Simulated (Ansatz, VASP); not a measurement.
# Two plane-wave programs on GePt

```xyz
2
Lattice="2.8057 0.0000 0.0000 -1.4029 2.4298 0.0000 0.0000 0.0000 5.0815" Properties=species:S:1:pos:R:3 pbc="T T T"
Ge    0.0000    0.0000    0.0000
Pt    0.0000    0.0000    2.5408
```

Alike in both runs: functional PBE; k mesh 8 × 8 × 4; occupations gaussian, width 0.2 eV; no spin polarisation.

Ansatz relaxed the structure, and its values are those at the end. VASP's run is a single point on that final structure, the one shown.

|  | VASP | Ansatz |
| --- | --- | --- |
| version | VASP 6.6.1 | Ansatz 0.2.0 |
| potentials or method | VASP PAW PBE potentials, release 64 (Ge_d, Pt_sv_GW), cutoff 570 eV | scalar-relativistic, plane waves, PAW |
| valence electrons in the cell | 32 | 32 |

```tsv
	VASP	Ansatz	Ansatz less VASP
gap on the k mesh at the Fermi level (eV)	none	none	-
pressure (GPa)	-0.2	0.3	+0.55
```

A gap of «none» marks a metal or a gap that the smearing closes.

Spin-orbit coupling is off throughout.
